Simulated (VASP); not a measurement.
# MgO (I4/mmm) in VASP: further runs

MgO is run at these levels: r2SCAN; tasks: single point.

Everything below comes from runs of VASP 6.6.1. Logs are shortened: lines on timing, memory, paths and dates and some standing lists are left out, and cuts for length are marked.

### 1 The cell of the first run

Symmetry: I4/mmm, No. 139, tetragonal system. Conventional cell: a = 2.973 Å, b = 2.973 Å, c = 3.574 Å, α = 90.00°, β = 90.00°, γ = 90.00°. Within 2.4 Å of Mg (site symmetry 4/mmm) lie 6 O at 1.79 to 2.10 Å. O (site symmetry 4/mmm) has 6 Mg at 1.79 to 2.10 Å within 2.4 Å.

### 2 Single point, r2SCAN (strain -0.1500 x Voigt [0, 1, 0, 0, 0, 0])

POSCAR

```
MgO
1.0
    0.0000000000      1.7867923824      2.1021086852
    2.1021086852      0.0000000000      2.1021086852
    2.1021086852      1.7867923824      0.0000000000
Mg O
1 1
Direct
    0.0000000000      0.0000000000      0.0000000000
    0.5000000000      0.5000000000      0.5000000000
```

INCAR.step1

```
SYSTEM = MgO
PREC = Accurate
ENCUT = 520
ISMEAR = 0
SIGMA = 0.05
LREAL = .False.
LASPH = .True.
NELM = 80
NBANDS = 11
GGA = PE
ALGO = Normal
EDIFF = 1E-4
LWAVE = .True.
LCHARG = .False.
```

INCAR.step2

```
SYSTEM = MgO
PREC = Accurate
ENCUT = 520
EDIFF = 1E-7
ISMEAR = 0
SIGMA = 0.05
LREAL = .False.
LASPH = .True.
NELM = 80
ALGO = Normal
ISIF = 2
LWAVE = .False.
LCHARG = .False.
METAGGA = R2SCAN
LMIXTAU = .True.
NBANDS = 11
ISTART = 1
```

KPOINTS

```
regular mesh
0
Gamma
  10 10 10
  0 0 0
```

Potentials or basis: VASP PAW PBE potentials, release 64 (Mg, O).

Command:

```sh
$ cat potpaw_PBE.64/Mg/POTCAR potpaw_PBE.64/O/POTCAR > POTCAR
$ cp INCAR.step1 INCAR
$ mpirun -np 1 vasp_std > vasp.out
$ cp INCAR.step2 INCAR
$ mpirun -np 1 vasp_std > vasp.out
```

OUTCAR:

```text
SYSTEM = MgO
   PREC = Accurate
   ENCUT = 520
   EDIFF = 1E-7
   ISMEAR = 0
   LREAL = .False.
   LASPH = .True.
   NELM = 80
   ISIF = 2
   METAGGA = R2SCAN
   ISTART = 1

 ion  position               nearest neighbor table
   1  0.000  0.000  0.000-   2 1.79   2 1.79   2 2.10   2 2.10   2 2.10   2 2.10
   2  0.500  0.500  0.500-   1 1.79   1 1.79   1 2.10   1 2.10   1 2.10   1 2.10

  LATTYP: Found a body centered tetragonal cell.
 ALAT       =     2.9728306122
 C/A-ratio  =     1.2020815280

  Lattice vectors:

 A1 = (   0.0000000000,  -1.7867923824,   2.1021086852)
 A2 = (   0.0000000000,  -1.7867923824,  -2.1021086852)
 A3 = (   2.1021086852,   1.7867923824,   0.0000000000)

Analysis of symmetry for initial positions (statically):
=====================================================================
 Subroutine PRICEL returns:
 Original cell was already a primitive cell.

 Routine SETGRP: Setting up the symmetry group for a
 body centered tetragonal supercell.

 Subroutine GETGRP returns: Found 16 space group operations
 (whereof 16 operations were pure point group operations)
 out of a pool of 16 trial point group operations.

The static configuration has the point symmetry D_4h.

Analysis of symmetry for dynamics (positions and initial velocities):
=====================================================================
 Subroutine PRICEL returns:
 Original cell was already a primitive cell.

 Routine SETGRP: Setting up the symmetry group for a
 body centered tetragonal supercell.

 Subroutine GETGRP returns: Found 16 space group operations
 (whereof 16 operations were pure point group operations)
 out of a pool of 16 trial point group operations.

The dynamic configuration has the point symmetry D_4h.

 Subroutine INISYM returns: Found 16 space group operations
 (whereof 16 operations are pure point group operations),
 and found     1 'primitive' translations

----------------------------------------------------------------------------------------

                                     Primitive cell

  volume of cell :      15.7912

  direct lattice vectors                    reciprocal lattice vectors
     0.000000000  1.786792382  2.102108685    -0.237856398  0.279831056  0.237856398
     2.102108685  0.000000000  2.102108685     0.237856398 -0.279831056  0.237856398
     2.102108685  1.786792382  0.000000000     0.237856398  0.279831056 -0.237856398

  length of vectors
     2.758892521  2.972830612  2.758892521     0.437557713  0.437557713  0.437557713

  position of ions in fractional coordinates (direct lattice)
[... 83 lines left out ...]
   IBRION =     -1    ionic relax: 0-MD 1-quasi-New 2-CG
   NFREE  =      0    steps in history (QN), initial steepest desc. (CG)
   ISIF   =      2    stress and relaxation
   ISYM   =      2    0-nonsym 1-usesym 2-fastsym
   POTIM  = 0.5000    time-step for ionic-motion
   TEBEG  =    0.0;   TEEND  =   0.0 temperature during run
   PSTRESS=    0.0 pullay stress
   NELECT =       8.0000    total number of electrons
   NUPDOWN=      -1.0000    fix difference up-down
   EMIN   =  10.00;   EMAX   =-10.00  energy-range for DOS
   EFERMI =   0.00;   METHOD = LEGACY
   ISMEAR =     0;   SIGMA  =   0.05  broadening in eV -4-tet -1-fermi 0-gaus
   EFERMI_NEDOS =   21; number of points for ismear=-14 and -15
   IALGO  =     38    algorithm
   IMIX   =      4    mixing-type and parameters
     AMIX     =   0.40;   BMIX     =  1.00
     AMIX_MAG =   1.60;   BMIX_MAG =  1.00
  volume/ion in A,a.u.               =       7.90        53.28
  Fermi-wavevector in a.u.,A,eV,Ry     =   1.305069  2.466222 23.173499  1.703204
  Thomas-Fermi vector in A             =   2.435962
   LORBIT       =      0    0 simple, 1 ext, 2 COOP (PROOUT), +10 PAW based schemes
   METAGGA = R2SCAN    functional components
   LHFCALC =     F    Hartree Fock is set to
   AEXX    =    0.0000 exact exchange contribution
   IVDW    =     0    specifies the selected vdW correction
   LEPSILON=     F    determine dielectric tensor
   LRPA    =     F    only Hartree local field effects (RPA)
 non-spin polarized calculation
 Gauss-broadening in eV      SIGMA  =   0.05
  energy-cutoff  :      520.00
  volume of cell :       15.79
 maximum number of plane-waves:       439
 NGX is ok and might be reduce to    24
   NGX = 11   NGY = 11   NGZ = 11

 number of electron       8.0000003 magnetization

 Free energy of the ion-electron system (eV)
  ---------------------------------------------------
  ext. energy  EPLUGINS =         0.00000000
  ---------------------------------------------------
  free energy    TOTEN  =       -15.37801355 eV

  energy without entropy =      -15.37801355  energy(sigma->0) =      -15.37801355

 E-fermi :   4.4612     XC(G=0): -12.4449

 val. band max:        4.1831185492   @ k =   0.0000   0.0000   0.0000
 cond. band min:      11.1947130858   @ k =   0.0000   0.0000   0.0000
 fundamental gap:      7.0115945365
 Fermi energy:         4.4611897500

 k-point     1 :       0.0000    0.0000    0.0000
  band No.  band energies     occupation
      1     -15.0733      2.00000
      2       3.9059      2.00000
      3       4.1831      2.00000
      4       4.1831      2.00000
      5      11.1947      0.00000
      6      21.6545      0.00000
      7      21.6546      0.00000
      8      23.5448      0.00000
      9      25.5918      0.00000
     10      26.9951      0.00000
     11      31.4976      0.00000
[... 309 lines left out ...]
 k-point    24 :       0.4000    0.3000    0.0000
  band No.  band energies     occupation
      1     -13.6148      2.00000
      2      -0.1938      2.00000
      3       2.5337      2.00000
      4       3.2609      2.00000
      5      16.1872      0.00000
      6      16.7626      0.00000
      7      20.1943      0.00000
      8      25.6369      0.00000
      9      27.5757      0.00000
     10      32.5441      0.00000
     11      34.8183      0.00000

 [... further k-points ...]
[... 5 lines left out ...]
  --------------------------------------------------------------------------------------
  -------------------------------------------------------------------------------------
  Total        1.7663510     12.2527501      1.7663510      0.0000000     -0.0000000      0.0000000
  in kB      179.2145151   1243.1677543    179.2145151      0.0000000     -0.0000000      0.0000000
  external PRESSURE =     533.8655949 kB  Pullay stress =       0.0000000 kB

 VOLUME and BASIS-vectors are now :
 -----------------------------------------------------------------------------
  energy-cutoff  :      520.00
  volume of cell :       15.79
      direct lattice vectors                 reciprocal lattice vectors
     0.000000000  1.786792382  2.102108685    -0.237856398  0.279831056  0.237856398
     2.102108685  0.000000000  2.102108685     0.237856398 -0.279831056  0.237856398
     2.102108685  1.786792382  0.000000000     0.237856398  0.279831056 -0.237856398

 POSITION                                       TOTAL-FORCE (eV/Angst)
 -----------------------------------------------------------------------------------
      0.00000      0.00000      0.00000         0.000000     -0.000000     -0.000000
      2.10211      1.78679      2.10211        -0.000000      0.000000      0.000000
 -----------------------------------------------------------------------------------
    total drift:                               -0.000000     -0.000000      0.000000

  FREE ENERGIE OF THE ION-ELECTRON SYSTEM (eV)
  ---------------------------------------------------
  free  energy   TOTEN  =       -15.3780135468 eV

  energy  without entropy=      -15.3780135468  energy(sigma->0) =      -15.37801355
```

Run time: 57 s. Hardware: 1 thread of Intel Xeon 6975P-C, shared host; peak memory 0.16 GiB.

What came out:

```yaml
Free_energy: -15.3780 eV
Pressure: 53.4 GPa
Band_gap_on_the_k_mesh: 7.01 eV, direct
```

Caveat: the cell differs from its parent crystal (strain -0.1500 x Voigt [0, 1, 0, 0, 0, 0]); the PAW data sets were made with another functional, which shifts forces and pressure a little.

### 3 Single point, r2SCAN (strain -0.1125 x Voigt [0, 1, 0, 0, 0, 0])

POSCAR

```
MgO
1.0
    0.0000000000      1.8656214581      2.1021086852
    2.1021086852      0.0000000000      2.1021086852
    2.1021086852      1.8656214581      0.0000000000
Mg O
1 1
Direct
    0.0000000000      0.0000000000      0.0000000000
    0.5000000000      0.5000000000      0.5000000000
```

INCAR.step1

```
SYSTEM = MgO
ALGO     = Normal         ! electronic algorithm
EDIFF    = 1E-4           ! SCF threshold, eV
ENCUT    = 520            ! plane-wave cutoff, eV
GGA      = PE             ! functional
ISMEAR   = 0              ! smearing method
LASPH    = .TRUE.         ! aspherical terms in the spheres
LCHARG   = .FALSE.        ! write CHGCAR
LREAL    = .FALSE.        ! projectors in reciprocal space
LWAVE    = .TRUE.         ! write WAVECAR
NBANDS   = 11             ! bands
NELM     = 80             ! most SCF steps
PREC     = Accurate       ! precision mode
SIGMA    = 0.05           ! smearing width, eV
```

INCAR.step2

```
SYSTEM = MgO
ALGO     = Normal         ! electronic algorithm
EDIFF    = 1E-6           ! SCF threshold, eV
ENCUT    = 520            ! plane-wave cutoff, eV
ISIF     = 2              ! what is computed and relaxed
ISMEAR   = 0              ! smearing method
ISTART   = 1            
LASPH    = .TRUE.         ! aspherical terms in the spheres
LCHARG   = .FALSE.        ! write CHGCAR
LMIXTAU  = .TRUE.       
LREAL    = .FALSE.        ! projectors in reciprocal space
LWAVE    = .FALSE.        ! write WAVECAR
METAGGA  = R2SCAN         ! meta-GGA
NBANDS   = 11             ! bands
NELM     = 80             ! most SCF steps
PREC     = Accurate       ! precision mode
SIGMA    = 0.05           ! smearing width, eV
```

KPOINTS

```
k-points
0
G
  10 10 10
  0 0 0
```

Potentials or basis: VASP PAW PBE potentials, release 64 (Mg, O).

Command:

```sh
$ cat potpaw_PBE.64/Mg/POTCAR potpaw_PBE.64/O/POTCAR > POTCAR
$ cp INCAR.step1 INCAR
$ mpirun -np 1 vasp_std > vasp.out
$ cp INCAR.step2 INCAR
$ mpirun -np 1 vasp_std > vasp.out
```

OUTCAR:

```text
SYSTEM = MgO
   EDIFF = 1E-6
   ENCUT = 520
   ISIF = 2
   ISMEAR = 0
   ISTART = 1
   LASPH = .TRUE.
   LREAL = .FALSE.
   METAGGA = R2SCAN
   NELM = 80
   PREC = Accurate

 ion  position               nearest neighbor table
   1  0.000  0.000  0.000-   2 1.87   2 1.87   2 2.10   2 2.10   2 2.10   2 2.10
   2  0.500  0.500  0.500-   1 1.87   1 1.87   1 2.10   1 2.10   1 2.10   1 2.10

  LATTYP: Found a body centered tetragonal cell.
 ALAT       =     2.9728306122
 C/A-ratio  =     1.2551145366

  Lattice vectors:

 A1 = (   0.0000000000,  -1.8656214581,   2.1021086852)
 A2 = (   0.0000000000,  -1.8656214581,  -2.1021086852)
 A3 = (   2.1021086852,   1.8656214581,   0.0000000000)

Analysis of symmetry for initial positions (statically):
=====================================================================
 Subroutine PRICEL returns:
 Original cell was already a primitive cell.

 Routine SETGRP: Setting up the symmetry group for a
 body centered tetragonal supercell.

 Subroutine GETGRP returns: Found 16 space group operations
 (whereof 16 operations were pure point group operations)
 out of a pool of 16 trial point group operations.

The static configuration has the point symmetry D_4h.

Analysis of symmetry for dynamics (positions and initial velocities):
=====================================================================
 Subroutine PRICEL returns:
 Original cell was already a primitive cell.

 Routine SETGRP: Setting up the symmetry group for a
 body centered tetragonal supercell.

 Subroutine GETGRP returns: Found 16 space group operations
 (whereof 16 operations were pure point group operations)
 out of a pool of 16 trial point group operations.

The dynamic configuration has the point symmetry D_4h.

 Subroutine INISYM returns: Found 16 space group operations
 (whereof 16 operations are pure point group operations),
 and found     1 'primitive' translations

----------------------------------------------------------------------------------------
[... 116 lines left out ...]
  Thomas-Fermi vector in A             =   2.418498
   LORBIT       =      0    0 simple, 1 ext, 2 COOP (PROOUT), +10 PAW based schemes
   METAGGA = R2SCAN    functional components
   LHFCALC =     F    Hartree Fock is set to
   AEXX    =    0.0000 exact exchange contribution
   IVDW    =     0    specifies the selected vdW correction
   LEPSILON=     F    determine dielectric tensor
   LRPA    =     F    only Hartree local field effects (RPA)
 non-spin polarized calculation
 Gauss-broadening in eV      SIGMA  =   0.05
  energy-cutoff  :      520.00
  volume of cell :       16.49
 maximum number of plane-waves:       463
 NGX is ok and might be reduce to    24
   NGX = 11   NGY = 11   NGZ = 11

 number of electron       7.9999998 magnetization

 Free energy of the ion-electron system (eV)
  ---------------------------------------------------
  ext. energy  EPLUGINS =         0.00000000
  ---------------------------------------------------
  free energy    TOTEN  =       -15.79731473 eV

  energy without entropy =      -15.79731473  energy(sigma->0) =      -15.79731473

 E-fermi :   4.1355     XC(G=0): -12.2300

 val. band max:        3.8126744226   @ k =   0.0000   0.0000   0.0000
 cond. band min:      10.5237631714   @ k =   0.0000   0.0000   0.0000
 fundamental gap:      6.7110887489
 Fermi energy:         4.1355306287

 k-point     1 :       0.0000    0.0000    0.0000
  band No.  band energies     occupation
      1     -15.1635      2.00000
      2       3.5713      2.00000
      3       3.8127      2.00000
      4       3.8127      2.00000
      5      10.5238      0.00000
      6      21.0470      0.00000
      7      21.0470      0.00000
      8      22.4064      0.00000
      9      25.6113      0.00000
     10      26.0467      0.00000
     11      30.4290      0.00000
[... 309 lines left out ...]
 k-point    24 :       0.4000    0.3000    0.0000
  band No.  band energies     occupation
      1     -13.7671      2.00000
      2      -0.3464      2.00000
      3       2.2089      2.00000
      4       2.8167      2.00000
      5      15.4485      0.00000
      6      15.9900      0.00000
      7      19.4599      0.00000
      8      24.7163      0.00000
      9      26.2707      0.00000
     10      31.7027      0.00000
     11      34.2851      0.00000

 [... further k-points ...]
[... 5 lines left out ...]
  --------------------------------------------------------------------------------------
  -------------------------------------------------------------------------------------
  Total        1.2515726      7.3735164      1.2515726      0.0000000      0.0000000      0.0000000
  in kB      121.6193733    716.5085499    121.6193733      0.0000000      0.0000000      0.0000000
  external PRESSURE =     319.9157655 kB  Pullay stress =       0.0000000 kB

 VOLUME and BASIS-vectors are now :
 -----------------------------------------------------------------------------
  energy-cutoff  :      520.00
  volume of cell :       16.49
      direct lattice vectors                 reciprocal lattice vectors
     0.000000000  1.865621458  2.102108685    -0.237856398  0.268007209  0.237856398
     2.102108685  0.000000000  2.102108685     0.237856398 -0.268007209  0.237856398
     2.102108685  1.865621458  0.000000000     0.237856398  0.268007209 -0.237856398

 POSITION                                       TOTAL-FORCE (eV/Angst)
 -----------------------------------------------------------------------------------
      0.00000      0.00000      0.00000         0.000000      0.000000      0.000000
      2.10211      1.86562      2.10211        -0.000000     -0.000000      0.000000
 -----------------------------------------------------------------------------------
    total drift:                               -0.000000     -0.000000      0.000000

  FREE ENERGIE OF THE ION-ELECTRON SYSTEM (eV)
  ---------------------------------------------------
  free  energy   TOTEN  =       -15.7973147310 eV

  energy  without entropy=      -15.7973147310  energy(sigma->0) =      -15.79731473
```

OUTCAR.step1:

```text
SYSTEM = MgO
   EDIFF = 1E-4
   ENCUT = 520
   GGA = PE
   ISMEAR = 0
   LASPH = .TRUE.
   LREAL = .FALSE.
[... 558 lines left out ...]
      0.00000      0.00000      0.00000        -0.000000      0.000000      0.000000
      2.10211      1.86562      2.10211         0.000000     -0.000000     -0.000000
 -----------------------------------------------------------------------------------
    total drift:                               -0.000000     -0.000000      0.000000

  FREE ENERGIE OF THE ION-ELECTRON SYSTEM (eV)
  ---------------------------------------------------
  free  energy   TOTEN  =       -11.4571724247 eV

  energy  without entropy=      -11.4571724247  energy(sigma->0) =      -11.45717242
```

Run time: 47 s. Hardware: 1 thread of Intel Xeon 6975P-C, shared host; peak memory 0.16 GiB.

Results:

- Free energy: -15.7973 eV
- Pressure: 32.0 GPa
- Band gap on the k mesh: 6.71 eV, direct

Stress tensor (GPa, compression positive):
```
12.16  0.00  0.00
 0.00 71.65  0.00
 0.00  0.00 12.16
```

Caveat: the cell differs from its parent crystal (strain -0.1125 x Voigt [0, 1, 0, 0, 0, 0]); the PAW data sets were made with another functional, which shifts forces and pressure a little.

(Continued in part 2 of 2.)
